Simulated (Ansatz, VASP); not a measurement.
## Two plane-wave programs on Ge

The input INCAR:

```
PREC     = Accurate       # precision mode
ENCUT    = 520            # plane-wave cutoff, eV
EDIFF    = 1E-6           # SCF threshold, eV
ISMEAR   = 0              # smearing method
SIGMA    = 0.15           # smearing width, eV
LREAL    = False          # projectors in reciprocal space
LASPH    = True           # aspherical terms in the spheres
NELM     = 100            # most SCF steps
ALGO     = Fast           # electronic algorithm
ISIF     = 2              # what is computed and relaxed
LWAVE    = False          # write WAVECAR
LCHARG   = True           # write CHGCAR
GGA      = PS             # functional
LELF     = True           # ELF
LVHAR    = True         
NBANDS   = 13             # bands
```

The input KPOINTS:

```
regular mesh
0
Gamma
  28 28 26
```

File POSCAR:

```
Ge
1.0
    1.4015477716     -2.5540192464      0.0000000000
    1.4015477716      2.5540192464      0.0000000000
    0.0000000000      0.0000000000      2.5717766702
Ge
1
Direct
    0.5000000000      0.5000000000      0.0000000000
```

Input for Ansatz:

```yaml
crystal:
  lattice:
    - [1.4015477716, -2.5540192464, 0.0]
    - [1.4015477716, 2.5540192464, 0.0]
    - [0.0, 0.0, 2.5717766702]
  atoms:
    - { symbol: Ge, position: [0.5, 0.5, 0.0] }
basis:
  ecutwfc: 420
kpoints:
  mp_grid: { grid: [28, 28, 26] }
hamiltonian:
  xc: pbesol
scf:
  occupations: { method: gaussian, width: 0.15 }
output:
  forces: true
  stress: true
  eigenvalues: true
```

Alike in both runs: task single point; functional PBEsol; k mesh 28 × 28 × 26; occupations gaussian, width 0.15 eV; no spin polarisation.

|  | VASP | Ansatz |
| --- | --- | --- |
| version | VASP 6.6.1 | Ansatz 0.2.0 |
| potentials or method | VASP PAW PBE potentials, release 64 (Ge_d), cutoff 520 eV | scalar-relativistic, plane waves, PAW |
| valence electrons in the cell | 14 | 14 |

|  | VASP | Ansatz | Ansatz less VASP |
| --- | --- | --- | --- |
| gap on the k mesh at the Fermi level (eV) | none | none | - |
| pressure (GPa) | 0.4 | 0.2 | -0.24 |
| traceless stress, the component that is largest in VASP (GPa) | 5.30 | 5.36 | +0.057 |

VASP's potentials were made for PBE, not for PBEsol. A gap of «none» marks a metal or a gap that the smearing closes.
